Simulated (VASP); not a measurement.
# Ti3W (Pm-3m) in VASP: further runs

The runs below take Ti3W through single point, relaxation of cell and atoms, with PBE.

All numbers are computed with VASP 6.6.1; they aren't measurements. Logs are shortened: lines on timing, memory, paths and dates and some standing lists are left out, and cuts for length are marked.

### 1 The cell of the first run

It takes space group Pm-3m (No. 221, cubic). Conventional cell: a = 3.918 Å, b = 3.918 Å, c = 3.918 Å, α = 90.00°, β = 90.00°, γ = 90.00°. Ti (site symmetry 4/mmm) has 8 Ti at 2.77 Å and 4 W at 2.77 Å within 3.7 Å. Within 3.7 Å of W (site symmetry m-3m) lie 12 Ti at 2.77 Å.

### 2 Single point, PBE

INCAR reads:

```
SYSTEM = Ti3W
  ALGO = Fast
  EDIFF = 1E-6
  ENCUT = 520
  GGA = PE
  ISIF = 2
  ISMEAR = 0
  LASPH = .TRUE.
  LCHARG = .FALSE.
  LREAL = .FALSE.
  LWAVE = .FALSE.
  NBANDS = 33
  NELM = 60
  PREC = Accurate
  SIGMA = 0.1
```

KPOINTS reads:

```
k-points
0
G
  4 4 4
  0 0 0
```

POSCAR reads:

```
Ti3W
1.0
    3.9175775200      0.0000000000      0.0000000000
    0.0000000000      3.9175775200      0.0000000000
    0.0000000000      0.0000000000      3.9175775200
Ti W
3 1
Direct
    0.5000000000      0.0000000000      0.5000000000
    0.0000000000      0.5000000000      0.5000000000
    0.5000000000      0.5000000000      0.0000000000
    0.0000000000      0.0000000000      0.0000000000
```

Potentials or basis: VASP PAW PBE potentials, release 64 (Ti_sv, W_sv).

On the command line:

```bash
> cat potpaw_PBE.64/Ti_sv/POTCAR potpaw_PBE.64/W_sv/POTCAR > POTCAR
> mpirun -np 1 vasp_std > vasp.out
```

OUTCAR:

```text
SYSTEM = Ti3W
   EDIFF = 1E-6
   ENCUT = 520
   GGA = PE
   ISIF = 2
   ISMEAR = 0
   LASPH = .TRUE.
   LREAL = .FALSE.
   NELM = 60
   PREC = Accurate

 ion  position               nearest neighbor table
   1  0.500  0.000  0.500-   2 2.77   3 2.77   4 2.77   3 2.77   4 2.77   2 2.77   3 2.77   3 2.77
                             2 2.77   4 2.77   4 2.77   2 2.77
   2  0.000  0.500  0.500-   1 2.77   3 2.77   4 2.77   3 2.77   4 2.77   1 2.77   4 2.77   4 2.77
                             1 2.77   3 2.77   3 2.77   1 2.77
   3  0.500  0.500  0.000-   1 2.77   2 2.77   4 2.77   1 2.77   2 2.77   1 2.77   4 2.77   1 2.77
                             2 2.77   4 2.77   2 2.77   4 2.77
   4  0.000  0.000  0.000-   1 2.77   2 2.77   3 2.77   1 2.77   2 2.77   2 2.77   3 2.77   2 2.77
                             1 2.77   3 2.77   1 2.77   3 2.77

  LATTYP: Found a simple cubic cell.
 ALAT       =     3.9175775200

  Lattice vectors:

 A1 = (   3.9175775200,   0.0000000000,   0.0000000000)
 A2 = (   0.0000000000,   3.9175775200,   0.0000000000)
 A3 = (   0.0000000000,   0.0000000000,   3.9175775200)

Analysis of symmetry for initial positions (statically):
=====================================================================
 Subroutine PRICEL returns:
 Original cell was already a primitive cell.

 Routine SETGRP: Setting up the symmetry group for a
 simple cubic supercell.

 Subroutine GETGRP returns: Found 48 space group operations
 (whereof 48 operations were pure point group operations)
 out of a pool of 48 trial point group operations.

The static configuration has the point symmetry O_h .

Analysis of symmetry for dynamics (positions and initial velocities):
=====================================================================
 Subroutine PRICEL returns:
 Original cell was already a primitive cell.

 Routine SETGRP: Setting up the symmetry group for a
 simple cubic supercell.

 Subroutine GETGRP returns: Found 48 space group operations
 (whereof 48 operations were pure point group operations)
 out of a pool of 48 trial point group operations.

The dynamic configuration has the point symmetry O_h .

 Subroutine INISYM returns: Found 48 space group operations
 (whereof 48 operations are pure point group operations),
 and found     1 'primitive' translations

----------------------------------------------------------------------------------------

                                     Primitive cell

  volume of cell :      60.1247

  direct lattice vectors                    reciprocal lattice vectors
[... 78 lines left out ...]
   EDIFFG = 0.1E-04   stopping-criterion for IOM
   NSW    =      0    number of steps for IOM
   IBRION =     -1    ionic relax: 0-MD 1-quasi-New 2-CG
   NFREE  =      0    steps in history (QN), initial steepest desc. (CG)
   ISIF   =      2    stress and relaxation
   ISYM   =      2    0-nonsym 1-usesym 2-fastsym
   POTIM  = 0.5000    time-step for ionic-motion
   TEBEG  =    0.0;   TEEND  =   0.0 temperature during run
   PSTRESS=    0.0 pullay stress
   NELECT =      50.0000    total number of electrons
   NUPDOWN=      -1.0000    fix difference up-down
   EMIN   =  10.00;   EMAX   =-10.00  energy-range for DOS
   EFERMI =   0.00;   METHOD = LEGACY
   ISMEAR =     0;   SIGMA  =   0.10  broadening in eV -4-tet -1-fermi 0-gaus
   EFERMI_NEDOS =   21; number of points for ismear=-14 and -15
   IALGO  =     68    algorithm
   IMIX   =      4    mixing-type and parameters
     AMIX     =   0.40;   BMIX     =  1.00
     AMIX_MAG =   1.60;   BMIX_MAG =  1.00
  volume/ion in A,a.u.               =      15.03       101.44
  Fermi-wavevector in a.u.,A,eV,Ry     =   1.539503  2.909239 32.246757  2.370070
  Thomas-Fermi vector in A             =   2.645722
   LORBIT       =      0    0 simple, 1 ext, 2 COOP (PROOUT), +10 PAW based schemes
   GGA     = PE    functional components
   LHFCALC =     F    Hartree Fock is set to
   AEXX    =    0.0000 exact exchange contribution
   IVDW    =     0    specifies the selected vdW correction
   LEPSILON=     F    determine dielectric tensor
   LRPA    =     F    only Hartree local field effects (RPA)
 non-spin polarized calculation
 RMM-DIIS sequential band-by-band and
 Gauss-broadening in eV      SIGMA  =   0.10
  energy-cutoff  :      520.00
  volume of cell :       60.12
 maximum number of plane-waves:      1647
 NGX is ok and might be reduce to    30
   NGX = 15   NGY = 15   NGZ = 15

 number of electron      49.9999989 magnetization

 Free energy of the ion-electron system (eV)
  ---------------------------------------------------
  ext. energy  EPLUGINS =         0.00000000
  ---------------------------------------------------
  free energy    TOTEN  =       -35.43417236 eV

  energy without entropy =      -35.40114288  energy(sigma->0) =      -35.41765762

 E-fermi :  10.4098     XC(G=0): -12.6493

 val. band max:       10.3970267460   @ k =   0.5000   0.2500   0.2500
 cond. band min:      10.4477538374   @ k =   0.5000   0.2500   0.0000
 fundamental gap:      0.0507270914
 Fermi energy:        10.4097890317

 k-point     1 :       0.0000    0.0000    0.0000
  band No.  band energies     occupation
      1     -63.0020      2.00000
      2     -46.1783      2.00000
      3     -45.9624      2.00000
      4     -45.9624      2.00000
      5     -27.3044      2.00000
      6     -27.3044      2.00000
[... 349 lines left out ...]
     32      11.3497      0.00000
     33      14.4866      0.00000

------------------------ aborting loop because EDIFF is reached ----------------------------------------

  FORCE on cell =-STRESS in cart. coord.  units (eV):
  Direction    XX          YY          ZZ          XY          YZ          ZX
  --------------------------------------------------------------------------------------
  -------------------------------------------------------------------------------------
  Total        7.3599797      7.3599797      7.3599797     -0.0000000     -0.0000000      0.0000000
  in kB      196.1256526    196.1256526    196.1256526     -0.0000000     -0.0000000      0.0000000
  external PRESSURE =     196.1256526 kB  Pullay stress =       0.0000000 kB

 VOLUME and BASIS-vectors are now :
 -----------------------------------------------------------------------------
  energy-cutoff  :      520.00
  volume of cell :       60.12
      direct lattice vectors                 reciprocal lattice vectors
     3.917577520  0.000000000  0.000000000     0.255259786  0.000000000  0.000000000
     0.000000000  3.917577520  0.000000000     0.000000000  0.255259786  0.000000000
     0.000000000  0.000000000  3.917577520     0.000000000  0.000000000  0.255259786

 POSITION                                       TOTAL-FORCE (eV/Angst)
 -----------------------------------------------------------------------------------
      1.95879      0.00000      1.95879         0.000000      0.000000      0.000000
      0.00000      1.95879      1.95879         0.000000      0.000000      0.000000
      1.95879      1.95879      0.00000         0.000000      0.000000      0.000000
      0.00000      0.00000      0.00000         0.000000      0.000000      0.000000
 -----------------------------------------------------------------------------------
    total drift:                                0.000000      0.000000     -0.000000

  FREE ENERGIE OF THE ION-ELECTRON SYSTEM (eV)
  ---------------------------------------------------
  free  energy   TOTEN  =       -35.4341723557 eV

  energy  without entropy=      -35.4011428751  energy(sigma->0) =      -35.41765762
```

OSZICAR:

```text
N       E                     dE             d eps       ncg     rms          rms(c)
DAV:   1     0.628108715409E+03    0.62811E+03   -0.25271E+04   660   0.189E+03
DAV:   2     0.346015342699E+02   -0.59351E+03   -0.57844E+03   668   0.562E+02
DAV:   3    -0.334020345222E+02   -0.68004E+02   -0.65117E+02  1137   0.162E+02
DAV:   4    -0.384176124222E+02   -0.50156E+01   -0.49700E+01   852   0.420E+01
[... 30 lines left out ...]
RMM:  35    -0.354341694203E+02   -0.11069E-05   -0.15892E-05   466   0.137E-02    0.251E-03
RMM:  36    -0.354341703480E+02   -0.92775E-06   -0.13975E-05   458   0.128E-02    0.182E-03
RMM:  37    -0.354341710969E+02   -0.74885E-06   -0.11656E-05   455   0.124E-02    0.118E-03
RMM:  38    -0.354341717577E+02   -0.66080E-06   -0.10477E-05   482   0.119E-02    0.548E-04
RMM:  39    -0.354341723557E+02   -0.59807E-06   -0.93270E-06   447   0.114E-02
   1 F= -.35434172E+02 E0= -.35417658E+02  d E =-.330295E-01
```

stdout:

```text
POSCAR found type information on POSCAR TiW
 POSCAR found :  2 types and       4 ions
 scaLAPACK will be used
 LDA part: xc-table for (Slater+PW92), standard interpolation
 POSCAR, INCAR and KPOINTS ok, starting setup
 FFT: planning ... GRIDC
 FFT: planning ... GRID_SOFT
 FFT: planning ... GRID
 WAVECAR not read
 entering main loop
WARNING in EDDRMM: call to ZHEGV failed, returncode =   8  4     13
WARNING in EDDRMM: call to ZHEGV failed, returncode =   6  3     18
```

It took 31 s on 1 thread of Intel Xeon 6975P-C (Granite Rapids), shared host; peak memory 0.17 GiB.

What came out:

| Property | Result |
| --- | --- |
| Free energy | -35.4342 eV |
| Pressure | 19.6 GPa |
| Band gap on the k mesh | zero (bands 25 and 26 overlap by 1.50 eV) |

Caveat: the k points lie up to 0.40 Å⁻¹ apart, too coarse for converged energies and pressures of a metal; spin-orbit coupling is left out, which moves the levels of the heavy elements.

### 3 Single point, PBE

This run uses another cell than the first one, of 16.84 Å³/atom.

INCAR reads:

```
SYSTEM = Ti3W
ALGO = Normal
EDIFF = 1E-6
ENCUT = 520
GGA = PE
ISIF = 2
ISMEAR = 0
LASPH = .TRUE.
LCHARG = .TRUE.
LELF = .TRUE.
LREAL = .FALSE.
LVHAR = .TRUE.
LWAVE = .FALSE.
NBANDS = 33
NELM = 80
PREC = Accurate
SIGMA = 0.1
```

KPOINTS is that of step 2.

POSCAR reads:

```
Ti3W
1.0
    4.0684249993      0.0000000000      0.0000000000
    0.0000000000      4.0684249993      0.0000000000
    0.0000000000      0.0000000000      4.0684249993
Ti W
3 1
Direct
    0.5000000000      0.0000000000      0.5000000000
    0.0000000000      0.5000000000      0.5000000000
    0.5000000000      0.5000000000      0.0000000000
    0.0000000000      0.0000000000      0.0000000000
```

Potentials or basis: VASP PAW PBE potentials, release 64 (Ti_sv, W_sv).

On the command line:

```bash
> cat potpaw_PBE.64/Ti_sv/POTCAR potpaw_PBE.64/W_sv/POTCAR > POTCAR
> mpirun -np 1 vasp_std > vasp.out
```

Wall time 12 s (1 thread of Intel Xeon 6975P-C (Granite Rapids), shared host); peak memory 0.17 GiB.

It converged, with:

- Free energy: -35.8419 eV
- Pressure: -0.1 GPa
- Band gap on the k mesh: zero (bands 25 and 26 overlap by 1.35 eV)

Levels at points of the mesh, in eV from the Fermi level:
```tsv
k point	band 22	band 23	band 24	band 25	band 26	band 27
(0.00, 0.00, 0.00)	-2.61	-2.61	0.53	0.53	0.53	2.44
(0.50, 0.00, 0.00)	-1.30	-1.30	-0.79	-0.55	-0.55	0.44
(0.50, 0.50, 0.00)	-1.28	-1.17	-0.53	-0.52	-0.51	-0.22
(0.50, 0.50, 0.50)	-0.13	0.38	0.38	0.38	0.57	0.58
```

Caveat: the k points lie up to 0.39 Å⁻¹ apart, too coarse for converged energies and pressures of a metal; spin-orbit coupling is left out, which moves the levels of the heavy elements.

(Continued in part 2 of 2.)
